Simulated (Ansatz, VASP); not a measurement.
# MoS2: VASP beside Ansatz

```
Mo S
1.0
     3.18454    0.00000    0.00000
    -1.59227    2.75789    0.00000
     0.00000    0.00000   16.10157
Mo S
1 2
Direct
  0.00000 0.00000 0.50000
  0.33333 0.66667 0.59635
  0.33333 0.66667 0.40365
```

Alike in both runs: task single point; functional PBE; k mesh 24 × 24 × 1; occupations gaussian, width 0.05 eV; no spin polarisation.

```csv
,VASP,Ansatz
version,VASP 6.6.1,Ansatz 0.2.0
potentials or method,"VASP PAW PBE potentials, release 64 (Mo_sv, S), cutoff 520 eV","scalar-relativistic, plane waves, PAW"
valence electrons in the cell,26,26
```

|  | VASP | Ansatz | Ansatz less VASP |
| --- | --- | --- | --- |
| gap on the k mesh at the Fermi level (eV) | 1.60 | 1.58 | -0.012 |
| rms of the force components (eV/Å) | 0.095 | 0.101 | +0.0057 |

Atom by atom the forces differ by 0.006 eV/Å (rms over components).
